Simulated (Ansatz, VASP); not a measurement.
## One calculation of MnS, two programs

File INCAR:

```
PREC = Accurate ; ENCUT = 520
EDIFF = 1E-6 ; ISMEAR = 0
SIGMA = 0.028000000000000004 ; LREAL = F
LASPH = T ; NELM = 150
ALGO = Normal ; ISIF = 2
LWAVE = F ; LCHARG = F
ISPIN = 2 ; MAGMOM = 4 0
LORBIT = 11 ; LMAXMIX = 4
GGA = PE ; NBANDS = 20
```

KPOINTS

```
regular mesh
0
Gamma
  9 9 9
```

POSCAR

```
MnS
1.0
    0.0000000000      2.4734634191      2.4734634191
    2.4734634191      0.0000000000      2.4734634191
    2.4734634191      2.4734634191      0.0000000000
Mn S
1 1
Direct
    0.0000000000      0.0000000000      0.0000000000
    0.7500000000      0.7500000000      0.7500000000
```

The input input.yaml:

```yaml
crystal:
  lattice:
    - [0.0, 2.4734634191, 2.4734634191]
    - [2.4734634191, 0.0, 2.4734634191]
    - [2.4734634191, 2.4734634191, 0.0]
  atoms:
    - { symbol: Mn, position: [0.0, 0.0, 0.0], spin: 4.0 }
    - { symbol: S, position: [0.75, 0.75, 0.75] }
kpoints:
  mp_grid: { grid: [9, 9, 9] }
scf:
  occupations: { method: gaussian, width: 0.028 }
hamiltonian:
  xc: pbe
  pseudopotentials: { kind: all_electron, lapw: { basis_error: 0.001 } }
magnetization:
  spin_polarized: true
output:
  forces: true
  stress: true
  eigenvalues: true
```

Alike in both runs: task single point; functional PBE; k mesh 9 × 9 × 9; occupations gaussian, width 0.028 eV; collinear spin.

|  | VASP | Ansatz |
| --- | --- | --- |
| version | VASP 6.6.1 | Ansatz 0.2.0 |
| potentials or method | VASP PAW PBE potentials, release 64 (Mn_pv, S), cutoff 520 eV | all-electron LAPW, scalar-relativistic |

```tsv
	VASP	Ansatz	Ansatz less VASP
gap on the k mesh at the Fermi level (eV)	none	none	-
pressure (GPa)	4.4	2.9	-1.54
net moment per atom (μB)	0.30	0.11	-0.190
size of the moment on the site where the two differ most (μB)	0.47	0.22	-0.256
```

The net moments are unlike, so the other rows may belong to different states. Site moments also hang on the region over which each program counts them. A gap of «none» marks a metal or a gap that the smearing closes. Ansatz ran all-electron here, and VASP with PAW potentials.
